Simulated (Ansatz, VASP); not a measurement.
# One calculation of CsSrF3, two programs

The input INCAR:

```
PREC     = Accurate       # precision mode
ENCUT    = 520            # plane-wave cutoff, eV
EDIFF    = 1E-6           # SCF threshold, eV
ISMEAR   = 0              # smearing method
SIGMA    = 0.05           # smearing width, eV
LREAL    = F              # projectors in reciprocal space
LASPH    = T              # aspherical terms in the spheres
NELM     = 80             # most SCF steps
ALGO     = Normal         # electronic algorithm
ISIF     = 2              # what is computed and relaxed
LWAVE    = F              # write WAVECAR
LCHARG   = F              # write CHGCAR
GGA      = CA             # functional
NBANDS   = 28             # bands
```

Contents of KPOINTS:

```
regular mesh
0
Gamma
  6 6 6
```

Contents of POSCAR:

```
CsSrF3
1.0
    4.6203495997      0.0000000000      0.0000000000
    0.0000000000      4.6203495997      0.0000000000
    0.0000000000      0.0000000000      4.9061444203
Cs Sr F
1 1 3
Direct
    0.0000000000      0.0000000000      0.0000000000
    0.5000000000      0.5000000000      0.5000000000
    0.0000000000      0.5000000000      0.5000000000
    0.5000000000      0.0000000000      0.5000000000
    0.5000000000      0.5000000000      0.0000000000
```

Input for Ansatz:

```yaml
crystal:
  lattice:
    - [4.6203495997, 0.0, 0.0]
    - [0.0, 4.6203495997, 0.0]
    - [0.0, 0.0, 4.9061444203]
  atoms:
    - { symbol: Cs, position: [0.0, 0.0, 0.0] }
    - { symbol: Sr, position: [0.5, 0.5, 0.5] }
    - { symbol: F, position: [0.0, 0.5, 0.5] }
    - { symbol: F, position: [0.5, 0.0, 0.5] }
    - { symbol: F, position: [0.5, 0.5, 0.0] }
basis:
  ecutwfc: 420
kpoints:
  mp_grid: { grid: [6, 6, 6] }
hamiltonian:
  xc: lda
scf:
  occupations: { method: gaussian, width: 0.05 }
output:
  forces: true
  stress: true
  eigenvalues: true
```

Change from the starting cell: strain -0.030 along x and y, +0.030 along z, atoms carried along.

Alike in both runs: task single point; functional LDA; k mesh 6 × 6 × 6; occupations gaussian, width 0.05 eV; no spin polarisation.

|  | VASP | Ansatz |
| --- | --- | --- |
| version | VASP 6.6.1 | Ansatz 0.2.0 |
| potentials or method | VASP PAW LDA potentials, release 64 (Cs_sv, Sr_sv, F), cutoff 520 eV | scalar-relativistic, plane waves, PAW |
| valence electrons in the cell | 40 | 40 |

```tsv
	VASP	Ansatz	Ansatz less VASP
gap on the k mesh at the Fermi level (eV)	6.07	6.10	+0.029
least direct gap on the mesh (eV)	6.07	6.10	+0.029
pressure (GPa)	-1.4	-1.7	-0.32
traceless stress, the component that is largest in VASP (GPa)	-3.14	-2.97	+0.172
```

LDA's correlation is that of Perdew and Zunger in VASP and of Perdew and Wang (1992) in Ansatz.

Spin-orbit coupling is off throughout.
